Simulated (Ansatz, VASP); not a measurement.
## Two plane-wave programs on ZrB2

```
Zr B
1.0
     3.16390    0.00000    0.00000
    -1.58195    2.74002    0.00000
     0.00000    0.00000    3.54700
Zr B
1 2
Cartesian
  0.0000 0.0000 0.0000
  0.0000 1.8267 1.7735
  1.5820 0.9133 1.7735
```

Alike in both runs: task single point; functional LDA; k mesh 15 × 15 × 12; occupations gaussian, width 0.15 eV; no spin polarisation.

|  | VASP | Ansatz |
| --- | --- | --- |
| version | VASP 6.6.1 | Ansatz 0.2.0 |
| potentials or method | VASP PAW LDA potentials, release 64 (Zr_sv, B), cutoff 520 eV | scalar-relativistic, plane waves, PAW |
| valence electrons in the cell | 18 | 18 |

Ansatz gave:

```
gap on the k mesh at the Fermi level (eV)                     : none
pressure (GPa)                                                : -8.8
traceless stress, the component that is largest in VASP (GPa) : -0.97
```

Problem. What did VASP give for the same quantities?

Solution. gap on the k mesh at the Fermi level (eV): none; pressure (GPa): -8.3; traceless stress, the component that is largest in VASP (GPa): -0.95.

LDA's correlation is that of Perdew and Zunger in VASP and of Perdew and Wang (1992) in Ansatz. A gap of «none» marks a metal or a gap that the smearing closes.
